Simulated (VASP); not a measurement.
A run of VASP 6.6.1 is set up as follows.

INCAR

```
SYSTEM = Si4Ru
PREC = Accurate
ENCUT = 520
EDIFF = 1E-7
ISMEAR = 0
SIGMA = 0.1
LREAL = .False.
LASPH = .True.
NELM = 80
ALGO = Normal
ISIF = 2
LWAVE = .False.
LCHARG = .False.
GGA = PE
NBANDS = 23
```

Contents of KPOINTS:

```
regular mesh
0
Gamma
  4 4 6
  0 0 0
```

File POSCAR:

```
Si4Ru
1.0
    3.6502091984     -3.6090170776      0.0000000000
    3.6502091984      3.6090170776      0.0000000000
    0.0000000000      0.0000000000      2.9777141258
Si Ru
4 1
Direct
    0.3266546782      0.3266546782      0.0000000000
    0.2651308104      0.7348691896      0.5000000000
    0.7348691896      0.2651308104      0.5000000000
    0.6733453218      0.6733453218      0.0000000000
    0.0000000000      0.0000000000      0.0000000000
```

Potentials or basis: VASP PAW PBE potentials, release 64 (Si, Ru_pv).

Command:

```console
$ cat potpaw_PBE.64/Si/POTCAR potpaw_PBE.64/Ru_pv/POTCAR > POTCAR
$ mpirun -np 1 vasp_std > vasp.out
```

Predict the largest force.

0.028 eV/Å.

What does it give for the pressure?

0.0 GPa.

Predict the band gap on the k mesh.

zero (band 15 reaches 10.54 eV, above the bottom of band 16 at 7.70 eV).

Forces in eV/Å, atoms in the order of the input:
```
Si   0.025  0.000  0.000
Si   0.000 -0.028  0.000
Si   0.000  0.028  0.000
Si  -0.025  0.000  0.000
Ru   0.000  0.000  0.000
```
